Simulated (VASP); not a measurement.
**Cd3Te2Se: single point with PBE**

Cd3Te2Se:

```
Cd Te Se
1.0
     4.30617    0.00000    0.00000
    -2.15309    3.72925    0.00000
     0.00000    0.00000   10.54793
Cd Te Se
3 2 1
Cartesian
  0.0000 0.0000 0.0000
  0.0000 2.4862 7.0320
  2.1531 1.2431 3.5160
  0.0000 0.0000 7.9109
  2.1531 1.2431 0.8790
  0.0000 2.4862 4.3950
```

```yaml
Program: VASP 6.6.1
Task: single point
Functional: PBE
Potentials_or_basis: VASP PAW PBE potentials, release 64 (Cd, Te, Se)
Cutoff: 520 eV
k_mesh: 6 × 6 × 2
Occupations: gaussian, width 0.1 eV
Spin: no spin polarisation
```

```json
{
 "Pressure": "11.7 GPa",
 "Largest force": "0.983 eV/Å",
 "Band gap on the k mesh": "0.87 eV, direct"
}
```

Forces on the atoms (eV/Å):
```
Cd   0.000  0.000  0.004
Cd   0.000  0.000 -0.983
Cd   0.000  0.000  0.964
Te   0.000  0.000 -0.193
Te   0.000  0.000  0.149
Se   0.000  0.000  0.057
```

Stress tensor (GPa, compression positive):
```
11.83  0.00  0.00
 0.00 11.83  0.00
 0.00  0.00 11.54
```

Levels at points of the mesh, in eV from the valence-band top:
| k point | band 25 | band 26 | band 27 | band 28 | band 29 | band 30 |
| --- | --- | --- | --- | --- | --- | --- |
| (0.00, 0.00, 0.00) | -0.09 | 0.00 | 0.00 | 0.87 | 2.23 | 2.30 |
| (0.50, 0.00, 0.00) | -2.03 | -1.51 | -1.37 | 2.37 | 2.79 | 3.01 |
| (0.00, 0.00, 0.50) | -0.47 | -0.16 | -0.16 | 1.76 | 2.26 | 2.34 |
| (0.50, 0.00, 0.50) | -2.09 | -1.04 | -1.04 | 2.02 | 2.73 | 2.95 |

Wall time 67 s on 1 thread of Intel(R) Xeon(R) Platinum 8488C (Sapphire Rapids) (shared host), peak memory 0.31 GiB.

Caveat: spin-orbit coupling is left out, which moves the levels of the heavy elements. PBE gaps usually lie below the measured ones, often by a third to a half.
